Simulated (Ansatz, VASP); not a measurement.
# One calculation of KI, two programs

```
CELL_PARAMETERS angstrom
2.45357 -4.24739 0.00000
2.45357 4.24739 0.00000
0.00000 0.00000 8.58197
ATOMIC_POSITIONS crystal
K 0.50000 0.50000 0.50000
K 0.50000 0.50000 0.00000
I 0.83329 0.16671 0.25000
I 0.16671 0.83329 0.75000
```

Alike in both runs: functional r2SCAN; k mesh 6 × 6 × 4; occupations gaussian, width 0.02 eV; no spin polarisation.

Ansatz relaxed the structure, and its values are those at the end. VASP's run is a single point on that final structure, the one shown.

|  | VASP | Ansatz |
| --- | --- | --- |
| version | VASP 6.6.1 | Ansatz 0.2.0 |
| potentials or method | VASP PAW PBE potentials, release 64 (K_sv, I), cutoff 520 eV | scalar-relativistic, plane waves, PAW |
| valence electrons in the cell | 32 | 52 |

Ansatz gave:

```
gap on the k mesh at the Fermi level (eV) : 4.50
least direct gap on the mesh (eV)         : 4.50
pressure (GPa)                            : 0.0
```

Q: Estimate VASP's values.

A: gap on the k mesh at the Fermi level (eV): 4.49; least direct gap on the mesh (eV): 4.49; pressure (GPa): 0.0.

VASP's potentials were made for PBE, not for r2SCAN. VASP's potentials hold 32 valence electrons a cell and Ansatz's 52, so a difference there can come from the potentials and not from the codes.

Neither program's run includes spin-orbit coupling.
